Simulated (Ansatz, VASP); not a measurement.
## Al3As: VASP beside Ansatz

The input INCAR:

```
PREC     = Accurate       # precision mode
ENCUT    = 520            # plane-wave cutoff, eV
EDIFF    = 1E-6           # SCF threshold, eV
ISMEAR   = 0              # smearing method
SIGMA    = 0.1            # smearing width, eV
LREAL    = False          # projectors in reciprocal space
LASPH    = True           # aspherical terms in the spheres
NELM     = 80             # most SCF steps
ALGO     = Fast           # electronic algorithm
ISIF     = 2              # what is computed and relaxed
LWAVE    = False          # write WAVECAR
LCHARG   = False          # write CHGCAR
GGA      = PE             # functional
NBANDS   = 24             # bands
```

KPOINTS

```
regular mesh
0
Gamma
  6 6 6
```

The input POSCAR:

```
Al3As
1.0
    0.0000000000      4.0502419482      0.0000000000
    2.0251209741      2.0251209741     -4.2535865181
   -6.0753629224      2.0251209741     -4.2535865181
Al As
6 2
Direct
    0.5000000000      0.2500000000      0.7500000000
    0.5000000000      0.7500000000      0.2500000000
    0.2500000000      0.8750000000      0.6250000000
    0.2500000000      0.3750000000      0.1250000000
    0.7500000000      0.6250000000      0.8750000000
    0.7500000000      0.1250000000      0.3750000000
    1.0000000000      0.5000000000      0.5000000000
    0.0000000000      0.0000000000      0.0000000000
```

Input for Ansatz:

```yaml
crystal:
  lattice:
    - [0.0, 4.0502419482, 0.0]
    - [2.0251209741, 2.0251209741, -4.2535865181]
    - [-6.0753629224, 2.0251209741, -4.2535865181]
  atoms:
    - { symbol: Al, position: [0.5, 0.25, 0.75] }
    - { symbol: Al, position: [0.5, 0.75, 0.25] }
    - { symbol: Al, position: [0.25, 0.875, 0.625] }
    - { symbol: Al, position: [0.25, 0.375, 0.125] }
    - { symbol: Al, position: [0.75, 0.625, 0.875] }
    - { symbol: Al, position: [0.75, 0.125, 0.375] }
    - { symbol: As, position: [1.0, 0.5, 0.5] }
    - { symbol: As, position: [0.0, 0.0, 0.0] }
basis:
  ecutwfc: 420
kpoints:
  mp_grid: { grid: [6, 6, 6] }
hamiltonian:
  xc: pbe
scf:
  occupations: { method: gaussian, width: 0.1 }
output:
  forces: true
  stress: true
  eigenvalues: true
```

Alike in both runs: task single point; functional PBE; k mesh 6 × 6 × 6; occupations gaussian, width 0.1 eV; no spin polarisation.

|  | VASP | Ansatz |
| --- | --- | --- |
| version | VASP 6.6.1 | Ansatz 0.2.0 |
| potentials or method | VASP PAW PBE potentials, release 64 (Al, As), cutoff 520 eV | scalar-relativistic, plane waves, PAW |
| valence electrons in the cell | 28 | 48 |

|  | VASP | Ansatz | Ansatz less VASP |
| --- | --- | --- | --- |
| gap on the k mesh at the Fermi level (eV) | none | none | - |
| pressure (GPa) | -0.2 | -0.3 | -0.04 |
| traceless stress, the component that is largest in VASP (GPa) | -1.11 | -1.11 | -0.007 |
| rms of the force components (eV/Å) | 0.012 | 0.012 | 0.0000 |

Atom by atom the forces differ by 0.000 eV/Å (rms over components). A gap of «none» marks a metal or a gap that the smearing closes. The functional is the same, so the differences come from potentials, cutoffs and numerics. VASP's potentials hold 28 valence electrons a cell and Ansatz's 48, so a difference there can come from the potentials and not from the codes.
